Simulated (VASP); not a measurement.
Write the native input for VASP 6.6.1 that does the following.

* Task: single point
* Functional: PBEsol
* Potentials or basis: VASP PAW PBE potentials, release 64 (Na_pv, F)
* Cutoff: 520 eV
* k mesh: 8 × 8 × 8
* Occupations: gaussian, width 0.05 eV
* Spin: no spin polarisation
* Dipole correction: no
* Further INCAR settings: ALGO = Normal; EDIFF = 1e-07; NBANDS = 14

The structure of NaF lies in POSCAR:

```
NaF
1.0
    0.0000000000      2.3929990000      2.2884505000
    2.3929990000      0.0000000000      2.2884505000
    2.3929990000      2.3929990000      0.0000000000
Na F
1 1
Direct
    0.0000000000      0.0000000000      0.0000000000
    0.5000000000      0.5000000000      0.5000000000
```

This cell differs from its parent crystal: strain +0.030 along x and y, -0.015 along z.

The input as run:

INCAR

```
SYSTEM = NaF
ALGO = Normal
EDIFF = 1E-7
ENCUT = 520
GGA = PS
ISIF = 2
ISMEAR = 0
LASPH = .True.
LCHARG = .False.
LREAL = .False.
LWAVE = .False.
NBANDS = 14
NELM = 60
PREC = Accurate
SIGMA = 0.05
```

KPOINTS

```
k-points
0
Gamma
  8 8 8
  0 0 0
```

Potentials or basis: VASP PAW PBE potentials, release 64 (Na_pv, F).

Launch:

```sh
$ cat potpaw_PBE.64/Na_pv/POTCAR potpaw_PBE.64/F/POTCAR > POTCAR
$ mpirun -np 1 vasp_std > vasp.out
```

It gave:

```yaml
Pressure: -2.2 GPa
Band_gap_on_the_k_mesh: 5.90 eV
```

Caveat: the cell differs from its parent crystal (strain +0.030 along x and y, -0.015 along z); the PAW data sets were made with another functional, which shifts forces and pressure a little.

Wall time 25 s on 1 thread of Intel Xeon 8259CL (shared host), peak memory 0.16 GiB.
